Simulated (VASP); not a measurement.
# Cd (P6_3/mmc) in VASP: notebook, part 2 of 2

VASP 6.6.1. The steps go on from the part before.

## 3. Electric field gradients, PBEsol (volume scaled by 1.05)

Contents of INCAR:

```
SYSTEM = Cd
  PREC = Accurate
  ENCUT = 520
  EDIFF = 1E-8
  ISMEAR = -1
  SIGMA = 0.05
  LREAL = .False.
  LASPH = .True.
  NELM = 100
  ALGO = Normal
  ISIF = 2
  LWAVE = .False.
  LCHARG = .False.
  GGA = PS
  LEFG = .True.
  NBANDS = 19
```

Contents of KPOINTS:

```
regular mesh
0
Gamma
  14 14 7
  0 0 0
```

Contents of POSCAR:

```
Cd
1.0
    3.0277151646      0.0000000000      0.0000000000
   -1.5138575823      2.6220782480      0.0000000000
    0.0000000000      0.0000000000      5.7097589939
Cd
2
Direct
    0.3333333333      0.6666666667      0.2500000000
    0.6666666667      0.3333333333      0.7500000000
```

Potentials or basis: VASP PAW PBE potentials, release 64 (Cd).

On the command line:

```
$ cat potpaw_PBE.64/Cd/POTCAR > POTCAR
$ mpirun -np 1 vasp_std > vasp.out
```

OUTCAR:

```text
SYSTEM = Cd
   PREC = Accurate
   ENCUT = 520
   EDIFF = 1E-8
   ISMEAR = -1
   LREAL = .False.
   LASPH = .True.
   NELM = 100
   ISIF = 2
   GGA = PS

 ion  position               nearest neighbor table
   1  0.333  0.667  0.250-   2 3.35   2 3.35   2 3.35   2 3.35   2 3.35   2 3.35
   2  0.667  0.333  0.750-   1 3.35   1 3.35   1 3.35   1 3.35   1 3.35   1 3.35

  LATTYP: Found a hexagonal cell.
 ALAT       =     3.0277151646
 C/A-ratio  =     1.8858309595

  Lattice vectors:

 A1 = (   3.0277151646,   0.0000000000,   0.0000000000)
 A2 = (  -1.5138575823,   2.6220782480,   0.0000000000)
 A3 = (   0.0000000000,   0.0000000000,   5.7097589939)

Analysis of symmetry for initial positions (statically):
=====================================================================
 Subroutine PRICEL returns:
 Original cell was already a primitive cell.

 Routine SETGRP: Setting up the symmetry group for a
 hexagonal supercell.

 Subroutine GETGRP returns: Found 24 space group operations
 (whereof 12 operations were pure point group operations)
 out of a pool of 24 trial point group operations.

The static configuration has the point symmetry D_3d.
 The point group associated with its full space group is D_6h.

Analysis of symmetry for dynamics (positions and initial velocities):
=====================================================================
 Subroutine PRICEL returns:
 Original cell was already a primitive cell.

 Routine SETGRP: Setting up the symmetry group for a
 hexagonal supercell.

 Subroutine GETGRP returns: Found 24 space group operations
 (whereof 12 operations were pure point group operations)
 out of a pool of 24 trial point group operations.

The dynamic configuration has the point symmetry D_3d.
 The point group associated with its full space group is D_6h.

 Subroutine INISYM returns: Found 24 space group operations
 (whereof 12 operations are pure point group operations),
 and found     1 'primitive' translations

----------------------------------------------------------------------------------------

                                     Primitive cell

  volume of cell :      45.3292

  direct lattice vectors                    reciprocal lattice vectors
     3.027715165  0.000000000  0.000000000     0.330282059  0.190688436  0.000000000
    -1.513857582  2.622078248  0.000000000     0.000000000  0.381376872  0.000000000
     0.000000000  0.000000000  5.709758994     0.000000000  0.000000000  0.175138741

  length of vectors
     3.027715165  3.027715165  5.709758994     0.381376872  0.381376872  0.175138741

  position of ions in fractional coordinates (direct lattice)
     0.333333333  0.666666667  0.250000000
     0.666666667  0.333333333  0.750000000

  ion indices of the primitive-cell ions
   primitive index   ion index
                 1           1
                 2           2

[... 76 lines left out ...]
   NFREE  =      0    steps in history (QN), initial steepest desc. (CG)
   ISIF   =      2    stress and relaxation
   ISYM   =      2    0-nonsym 1-usesym 2-fastsym
   POTIM  = 0.5000    time-step for ionic-motion
   TEBEG  =    0.0;   TEEND  =   0.0 temperature during run
   PSTRESS=    0.0 pullay stress
   NELECT =      24.0000    total number of electrons
   NUPDOWN=      -1.0000    fix difference up-down
   EMIN   =  10.00;   EMAX   =-10.00  energy-range for DOS
   EFERMI =   0.00;   METHOD = LEGACY
   ISMEAR =    -1;   SIGMA  =   0.05  broadening in eV -4-tet -1-fermi 0-gaus
   EFERMI_NEDOS =   21; number of points for ismear=-14 and -15
   IALGO  =     38    algorithm
   IMIX   =      4    mixing-type and parameters
     AMIX     =   0.40;   BMIX     =  1.00
     AMIX_MAG =   1.60;   BMIX_MAG =  1.00
  volume/ion in A,a.u.               =      22.66       152.95
  Fermi-wavevector in a.u.,A,eV,Ry     =   1.324400  2.502753 23.865092  1.754035
  Thomas-Fermi vector in A             =   2.453937
   LORBIT       =      0    0 simple, 1 ext, 2 COOP (PROOUT), +10 PAW based schemes
   GGA     = PS    functional components
   LHFCALC =     F    Hartree Fock is set to
   AEXX    =    0.0000 exact exchange contribution
   IVDW    =     0    specifies the selected vdW correction
   LEPSILON=     F    determine dielectric tensor
   LRPA    =     F    only Hartree local field effects (RPA)
 non-spin polarized calculation
  energy-cutoff  :      520.00
  volume of cell :       45.33
 maximum number of plane-waves:      1240
 NGX is ok and might be reduce to    24
   NGX = 11   NGY = 11   NGZ = 21

 number of electron      23.9999992 magnetization

 Free energy of the ion-electron system (eV)
  ---------------------------------------------------
  ext. energy  EPLUGINS =         0.00000000
  ---------------------------------------------------
  free energy    TOTEN  =        -2.35794996 eV

  energy without entropy =       -2.35144571  energy(sigma->0) =       -2.35469783

 E-fermi :   2.4677     XC(G=0): -10.9524

 val. band max:        2.4143413828   @ k =   0.3571   0.0714   0.0000
 cond. band min:       2.4961510565   @ k =   0.5000   0.0000   0.4286
 fundamental gap:      0.0818096738
 Fermi energy:         2.4677048731

 k-point     1 :       0.0000    0.0000    0.0000
  band No.  band energies     occupation
      1      -7.1850      2.00000
      2      -6.9444      2.00000
      3      -6.6181      2.00000
      4      -6.6181      2.00000
      5      -6.5721      2.00000
      6      -6.5721      2.00000
[... 505 lines left out ...]
      6      -6.4019      2.00000
[... 11 lines left out ...]
     18       8.1312      0.00000
     19      10.2782      0.00000

 [... further k-points ...]

------------------------ aborting loop because EDIFF is reached ----------------------------------------

  FORCE on cell =-STRESS in cart. coord.  units (eV):
  Direction    XX          YY          ZZ          XY          YZ          ZX
  --------------------------------------------------------------------------------------
  -------------------------------------------------------------------------------------
  Total       -1.0081377     -1.0081377     -0.8364512     -0.0000000     -0.0000000      0.0000000
  in kB      -35.6329693    -35.6329693    -29.5646512     -0.0000000     -0.0000000      0.0000000
  external PRESSURE =     -33.6101966 kB  Pullay stress =       0.0000000 kB

 VOLUME and BASIS-vectors are now :
 -----------------------------------------------------------------------------
  energy-cutoff  :      520.00
  volume of cell :       45.33
      direct lattice vectors                 reciprocal lattice vectors
     3.027715165  0.000000000  0.000000000     0.330282059  0.190688436  0.000000000
    -1.513857582  2.622078248  0.000000000     0.000000000  0.381376872  0.000000000
     0.000000000  0.000000000  5.709758994     0.000000000  0.000000000  0.175138741

 POSITION                                       TOTAL-FORCE (eV/Angst)
 -----------------------------------------------------------------------------------
     -0.00000      1.74805      1.42744         0.000000     -0.000000     -0.000000
      1.51386      0.87403      4.28232        -0.000000      0.000000      0.000000
 -----------------------------------------------------------------------------------
    total drift:                               -0.000000      0.000000      0.000000

  FREE ENERGIE OF THE ION-ELECTRON SYSTEM (eV)
  ---------------------------------------------------
  free  energy   TOTEN  =        -2.3579499584 eV

  energy  without entropy=       -2.3514457103  energy(sigma->0) =       -2.35469783

 Electric field gradients (V/A^2)
---------------------------------------------------------------------
 ion       V_xx      V_yy      V_zz      V_xy      V_xz      V_yz
---------------------------------------------------------------------
   1     -37.045   -37.045    74.089     0.000     0.000    -0.000
   2     -37.045   -37.045    74.089     0.000    -0.000     0.000
---------------------------------------------------------------------

 Electric field gradients after diagonalization (V/A^2)
 (convention: |V_zz| > |V_xx| > |V_yy|)
----------------------------------------------------------------------
 ion       V_xx      V_yy      V_zz     asymmetry (V_yy - V_xx)/ V_zz
----------------------------------------------------------------------
   1     -37.045   -37.044    74.089       0.000
   2     -37.045   -37.044    74.089       0.000
----------------------------------------------------------------------

           NMR quadrupolar parameters

 Cq : quadrupolar parameter    Cq=e*Q*V_zz/h
 eta: asymmetry parameters     (V_yy - V_xx)/ V_zz
 Q  : nuclear electric quadrupole moment in mb (millibarn)
----------------------------------------------------------------------
 ion       Cq(MHz)       eta       Q (mb)
----------------------------------------------------------------------
   1       0.179       0.000       1.000
   2       0.179       0.000       1.000
----------------------------------------------------------------------
```

Run time: 1.7 min. Hardware: 1 thread of AMD EPYC 7R43 (Zen 3), shared host; peak memory 0.16 GiB.

What came out:

```
Free energy            : -2.3579 eV
Pressure               : -3.4 GPa
Band gap on the k mesh : zero (band 12 reaches 3.71 eV, above the bottom of band 13 at -0.40 eV)
```

Stress tensor (GPa, compression positive):
```
-3.56  0.00  0.00
 0.00 -3.56  0.00
 0.00  0.00 -2.96
```

Levels at points of the mesh, in eV from the Fermi level:
```
           k point  band 8  band 9  band 10  band 11  band 12  band 13  band 14  band 15  band 16  band 17
(0.00, 0.00, 0.00)   -8.61   -8.58    -8.38    -8.38    -3.08    -2.87    10.23    14.22    14.30    14.30
(0.50, 0.00, 0.00)   -8.41   -8.14    -8.12    -2.25    -1.86     1.85     2.87     2.95     5.09     8.10
```

Electric field gradients, principal values (V/Å²):
| atom | least | middle | greatest (by size) |
| --- | --- | --- | --- |
| 1 Cd | -37.044 | -37.045 | 74.089 |
| 2 Cd | -37.044 | -37.045 | 74.089 |

Caveat: the cell differs from its parent crystal (volume scaled by 1.05); without QUAD_EFG the Cq values of the log hold for a quadrupole moment of 1 mb, not for the nuclei; the PAW data sets were made with another functional, which shifts forces and pressure a little.

## 4. Density of states, PBEsol

This run uses another cell than the first one, of 21.59 Å³/atom, 0.952 times its volume.

Contents of POSCAR:

```
Cd
1.0
    2.9788725081      0.0000000000      0.0000000000
   -1.4894362540      2.5797792666      0.0000000000
    0.0000000000      0.0000000000      5.6176500000
Cd
2
Direct
    0.3333333333      0.6666666667      0.2500000000
    0.6666666667      0.3333333333      0.7500000000
```

Contents of INCAR.step1:

```
PREC = Accurate
ENCUT = 520
EDIFF = 1E-6
ISMEAR = -1
SIGMA = 0.05
LREAL = F
LASPH = T
NELM = 100
ALGO = Normal
ISIF = 2
LWAVE = F
LCHARG = T
GGA = PS
NBANDS = 19
```

Contents of KPOINTS.step1:

```
Automatic mesh
0
Gamma
  14 14 7
```

Contents of INCAR.step2:

```
PREC = Accurate
ENCUT = 520
EDIFF = 1E-6
ISMEAR = -5
SIGMA = 0.05
LREAL = F
LASPH = T
NELM = 100
ALGO = Normal
ISIF = 2
LWAVE = F
LCHARG = F
GGA = PS
LORBIT = 11
NBANDS = 19
NEDOS = 1001
ICHARG = 11
```

Contents of KPOINTS.step2:

```
Automatic mesh
0
Gamma
  21 21 11
```

On the command line:

```
$ cat potpaw_PBE.64/Cd/POTCAR > POTCAR
$ cp INCAR.step1 INCAR
$ cp KPOINTS.step1 KPOINTS
$ mpirun -np 1 vasp_std > vasp.out
$ cp INCAR.step2 INCAR
$ cp KPOINTS.step2 KPOINTS
$ mpirun -np 1 vasp_std > vasp.out
```

Run time: 3.3 min. Hardware: 1 thread of AMD EPYC 7R43 (Zen 3), shared host; peak memory 0.26 GiB.

It converged, with:

```yaml
Valence_electrons_inside_the_program's_atomic_spheres: Cd 10.31
```

Levels at points of the mesh, in eV from the Fermi level:
```csv
k point,band 9,band 10,band 11,band 12,band 13,band 14,band 15,band 16
"(0.00, 0.00, 0.00)",-8.65,-8.40,-8.40,-3.06,-3.03,10.55,14.46,14.85
```

Caveat: the PAW data sets were made with another functional, which shifts forces and pressure a little; tetrahedron occupations give inexact forces and stress in metals.
